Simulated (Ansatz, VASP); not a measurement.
# Two plane-wave programs on Sb

INCAR

```
  PREC = Accurate
  ENCUT = 500
  EDIFF = 1E-6
  ISMEAR = -1
  SIGMA = 0.15
  LREAL = False
  LASPH = True
  NELM = 200
  ALGO = Normal
  ISIF = 2
  LWAVE = False
  LCHARG = True
  MAGMOM = 0 0 0
  LORBIT = 11
  LSORBIT = True
  GGA_COMPAT = False
  LORBMOM = True
  GGA = PE
  LVHAR = True
  NBANDS = 16
```

The input KPOINTS:

```
regular mesh
0
Gamma
  4 4 4
```

File POSCAR:

```
Sb
1.0
    0.0000000000      2.3796209900      2.3796209900
    2.3796209900      0.0000000000      2.3796209900
    2.3796209900      2.3796209900      0.0000000000
Sb
1
Direct
    0.0000000000      0.0000000000      0.0000000000
```

Input for Ansatz:

```yaml
crystal:
  lattice:
    - [0.0, 2.37962099, 2.37962099]
    - [2.37962099, 0.0, 2.37962099]
    - [2.37962099, 2.37962099, 0.0]
  atoms:
    - { symbol: Sb, position: [0, 0, 0] }
kpoints:
  mp_grid: { grid: [4, 4, 4] }
hamiltonian:
  xc: pbe
  pseudopotentials: { kind: paw_fr, source: ansatz }
scf:
  occupations: { method: fermi_dirac, width: 0.15 }
  convergence: { dr2_threshold: "1e-9 eV" }
  max_iter: 300
output:
  forces: true
  stress: true
magnetization:
  noncollinear: true
  spin_orbit: true
```

Alike in both runs: task single point; functional PBE; k mesh 4 × 4 × 4; occupations fermi-dirac, width 0.15 eV; non-collinear spin, spin-orbit coupling.

```csv
,VASP,Ansatz
version,VASP 6.6.1,Ansatz 0.2.0 development build
potentials or method,"VASP PAW PBE potentials, release 64 (Sb)","plane waves, PAW datasets (hand-made set)"
plane-wave cutoff (eV),500,460
valence electrons in the cell,5,21
```

```tsv
	VASP	Ansatz	Ansatz less VASP
net moment per atom (μB)	0.00	0.00	0.000
```

The functional is the same, so the differences come from potentials, cutoffs and numerics. VASP's potentials hold 5 valence electrons a cell and Ansatz's 21, so a difference there can come from the potentials and not from the codes. Ansatz's warnings: stress scf threshold loose.

The k mesh is coarse, so the values compare programs but aren't converged.
